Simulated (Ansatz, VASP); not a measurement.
# Co, level by level in two programs

```
Co
1.0
     2.47200    0.00000    0.00000
    -1.23600    2.14081    0.00000
     0.00000    0.00000    4.02114
Co
2
Direct
  0.66667 0.33333 0.75000
  0.33333 0.66667 0.25000
```

Single points on this cell with VASP 6.6.1 and Ansatz 0.2.0. Each row is one pair of runs. Alike in all rows: spin: collinear, typed start; k mesh: 12 × 12 × 7; VASP's potentials, cutoff: VASP PAW PBE potentials, release 64 (Co), 520 eV; Ansatz's potentials, cutoff: Ansatz PAW, 420 eV.

```csv
level,smearing,"gap on the k mesh at the Fermi level (eV), VASP","gap on the k mesh at the Fermi level (eV), Ansatz","pressure (GPa), VASP","pressure (GPa), Ansatz","net moment per atom (μB), VASP","net moment per atom (μB), Ansatz"
PBE,"gaussian, width 0.013 eV",none,none,4.0,4.7,1.61,1.61
PBE,"gaussian, width 0.014 eV",none,none,4.0,4.7,1.61,1.61
PBE,"gaussian, width 0.016 eV",none,none,4.0,4.7,1.61,1.61
PBE,"gaussian, width 0.019 eV",none,none,4.0,4.7,1.61,1.61
PBE,"gaussian, width 0.021 eV",none,none,3.9,4.7,1.60,1.61
PBE,"gaussian, width 0.022 eV",none,none,3.9,4.7,1.60,1.61
PBE,"gaussian, width 0.024 eV",none,none,3.9,4.7,1.60,1.61
RPBE+D4,"fermi-dirac, width 0.05 eV",none,none,-2.4,-1.5,1.61,1.62
```

Pressure (GPa): the two programs differ by at most 0.84; net moment per atom (μB): the two programs differ by at most 0.008.

VASP's potentials hold 18 valence electrons a cell and Ansatz's 34, so a difference there can come from the potentials and not from the codes.

A gap of «none» marks a metal or a gap that the smearing closes.
